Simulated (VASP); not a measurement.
Input of a VASP 6.6.1 run:

File INCAR:

```
SYSTEM = SnO
  ALGO = Normal
  DIPOL = 0.5 0.5 0.403
  EDIFF = 1E-6
  ENCUT = 520
  GGA = PE
  IDIPOL = 3
  ISIF = 2
  ISMEAR = 0
  IVDW = 12
  LASPH = .TRUE.
  LCHARG = .FALSE.
  LDIPOL = .TRUE.
  LREAL = .FALSE.
  LWAVE = .FALSE.
  NBANDS = 50
  NELM = 80
  PREC = Accurate
  SIGMA = 0.05
```

File KPOINTS:

```
k-points
0
G
  7 7 1
  0 0 0
```

Contents of POSCAR:

```
SnO
1.0
    3.8201636883      0.0000000000      0.0000000000
    0.0000000000      3.8201636883      0.0000000000
    0.0000000000      0.0000000000     22.2260802162
Sn O
4 4
Direct
    0.7500000000      0.2500000000      0.2024648501
    0.2500000000      0.7500000000      0.3087831971
    0.2500000000      1.2500000000      0.4977503906
    0.7500000000      0.7500000000      0.6040687375
    0.2500000000      0.2500000000      0.2556240236
    0.7500000000      0.7500000000      0.2556240236
    0.7500000000      1.2500000000      0.5509095640
    0.2500000000      0.7500000000      0.5509095640
```

Potentials or basis: VASP PAW PBE potentials, release 64 (Sn_d, O).

The run is started by

```console
$ cat potpaw_PBE.64/Sn_d/POTCAR potpaw_PBE.64/O/POTCAR > POTCAR
$ mpirun -np 1 vasp_std > vasp.out
```

(1) Estimate the dispersion energy per atom.

(2) What does it give for the largest force?

(3) Predict the band gap on the k mesh.

Results:

(1) -0.155 eV.

(2) 0.140 eV/Å.

(3) 2.47 eV (least direct gap 2.57 eV).

Caveat: the cell differs from its parent crystal (layers slid over each other); spin-orbit coupling is left out, which moves the levels of the heavy elements.
